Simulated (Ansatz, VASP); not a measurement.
NaCl in VASP and in Ansatz

File INCAR:

```
SYSTEM = NaCl
PREC     = Accurate       ! precision mode
ENCUT    = 520            ! plane-wave cutoff, eV
EDIFF    = 1E-6           ! SCF threshold, eV
ISMEAR   = 0              ! smearing method
SIGMA    = 0.05           ! smearing width, eV
LREAL    = .False.        ! projectors in reciprocal space
LASPH    = .True.         ! aspherical terms in the spheres
NELM     = 60             ! most SCF steps
ALGO     = Normal         ! electronic algorithm
ISIF     = 2              ! what is computed and relaxed
LWAVE    = .False.        ! write WAVECAR
LCHARG   = .True.         ! write CHGCAR
GGA      = PS             ! functional
LELF     = .True.         ! ELF
LVHAR    = .True.       
NBANDS   = 14             ! bands
```

The input KPOINTS:

```
Automatic mesh
0
Gamma
  6 6 6
  0 0 0
```

POSCAR

```
NaCl
1.0
    3.6422776000      0.0000000000      0.0000000000
    0.0000000000      3.6422776000      0.0000000000
    0.0000000000      0.0000000000      3.5021900000
Na Cl
1 1
Direct
    0.0000000000      0.0000000000      0.0000000000
    0.5000000000      0.5000000000      0.5000000000
```

Input for Ansatz:

```yaml
crystal:
  lattice:
    - [3.6422776, 0.0, 0.0]
    - [0.0, 3.6422776, 0.0]
    - [0.0, 0.0, 3.50219]
  atoms:
    - { symbol: Na, position: [0.0, 0.0, 0.0] }
    - { symbol: Cl, position: [0.5, 0.5, 0.5] }
basis:
  ecutwfc: 420
kpoints:
  mp_grid: { grid: [6, 6, 6] }
hamiltonian:
  xc: pbesol
scf:
  occupations: { method: gaussian, width: 0.05 }
output:
  forces: true
  stress: true
  eigenvalues: true
```

Change from the starting cell: strain +0.040 along x and y, +0.000 along z, atoms carried along.

Alike in both runs: task single point; functional PBEsol; k mesh 6 × 6 × 6; occupations gaussian, width 0.05 eV; no spin polarisation.

```csv
,VASP,Ansatz
version,VASP 6.6.1,Ansatz 0.2.0
potentials or method,"VASP PAW PBE potentials, release 64 (Na_pv, Cl), cutoff 520 eV","scalar-relativistic, plane waves, PAW"
valence electrons in the cell,14,16
```

```tsv
	VASP	Ansatz	Ansatz less VASP
gap on the k mesh at the Fermi level (eV)	3.44	3.44	+0.002
least direct gap on the mesh (eV)	3.82	3.82	+0.002
pressure (GPa)	-2.7	-2.7	+0.01
traceless stress, the component that is largest in VASP (GPa)	1.68	1.68	-0.002
```

VASP's potentials were made for PBE, not for PBEsol. VASP's potentials hold 14 valence electrons a cell and Ansatz's 16, so a difference there can come from the potentials and not from the codes.
